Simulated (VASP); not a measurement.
Crystal: Fe.

```xyz
2
Lattice="-2.9100 2.9100 2.9100 1.4550 -1.4550 1.4550 1.4550 1.4550 -1.4550" Properties=species:S:1:pos:R:3 pbc="T T T"
Fe    0.0000    0.0000    0.0000
Fe   -1.4550    1.4550    1.4550
```

Base run:

- Program: VASP 6.6.1
- Functional: r2SCAN
- Potentials or basis: VASP PAW PBE potentials, release 64 (Fe)
- Cutoff: 520 eV
- k mesh: 7 × 14 × 14
- Occupations: fermi-dirac, width 0.1 eV
- Spin: no spin polarisation

Its results: pressure -35.7 GPa.

Question: The run is repeated on the same cell with these changes: spin from no spin polarisation to collinear spin, ferromagnetic start; further incar settings from ALGO = Normal; EDIFF = 1e-06; NBANDS = 15 to ALGO = Normal; EDIFF = 1e-06; NBANDS = 19. What comes out?

Answer: Pressure -6.7 GPa; net moment 5.44 μB per cell; site moments Fe +2.80 μB.

Caveats: the cell stands under tension; the PAW data sets were made with another functional, which shifts forces and pressure a little.
